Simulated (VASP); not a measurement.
Set up this calculation in VASP 6.6.1, as the native input.

| Property | Result |
| --- | --- |
| Task | single point |
| Functional | PBE |
| Potentials or basis | VASP PAW PBE potentials, release 64 (Si, V_sv) |
| Cutoff | 500 eV |
| k mesh | 5 × 5 × 5 |
| Occupations | fermi-dirac, width 0.1 eV |
| Spin | collinear spin, ferrimagnetic start |
| Starting moments | [0.0, 0.0, 2.0, 2.0, -2.0, 2.0, -2.0, 2.0] μB |
| Dipole correction | no |
| Further INCAR settings | ALGO = Normal; EDIFF = 1e-06; NBANDS = 57 |

The structure of V3Si lies in POSCAR:

```
V3Si
1.0
    4.7060000000      0.0000000000      0.0000000000
    0.0000000000      4.7060000000      0.0000000000
    0.0000000000      0.0000000000      4.7060000000
Si V
2 6
Direct
    0.0000000000      0.0000000000      0.0000000000
    0.5000000000      0.5000000000      0.5000000000
    0.2500000000      0.0000000000      0.5000000000
    0.5000000000      0.7500000000      0.0000000000
    0.7500000000      0.0000000000      0.5000000000
    0.5000000000      0.2500000000      0.0000000000
    0.0000000000      0.5000000000      0.7500000000
    0.0000000000      0.5000000000      0.2500000000
```

The input as run:

INCAR

```
SYSTEM = V3Si
  PREC = Accurate
  ENCUT = 500
  EDIFF = 1E-6
  ISMEAR = -1
  SIGMA = 0.1
  LREAL = .FALSE.
  LASPH = .TRUE.
  NELM = 200
  ALGO = Normal
  ISIF = 2
  LWAVE = .FALSE.
  LCHARG = .FALSE.
  ISPIN = 2
  MAGMOM = 0 0 2 2 -2 2 -2 2
  LORBIT = 11
  LMAXMIX = 4
  GGA = PE
  NBANDS = 57
  GGA_COMPAT = .FALSE.
```

KPOINTS

```
Automatic mesh
0
G
  5 5 5
  0 0 0
```

Potentials or basis: VASP PAW PBE potentials, release 64 (Si, V_sv).

The run is started by

```console
$ cat potpaw_PBE.64/Si/POTCAR potpaw_PBE.64/V_sv/POTCAR > POTCAR
$ mpirun -np 1 vasp_std > vasp.out
```

Results of the run:

```
Pressure                                              : -0.2 GPa
Band gap on the k mesh                                : zero (filled and empty bands overlap)
Net moment                                            : 0.00 μB per cell
Valence electrons inside the program's atomic spheres : Si 1.68; V 11.69
```

Wall time 5.1 min on 1 thread of Intel(R) Xeon(R) Platinum 8488C (Sapphire Rapids), with other jobs on the host, peak memory 0.36 GiB.
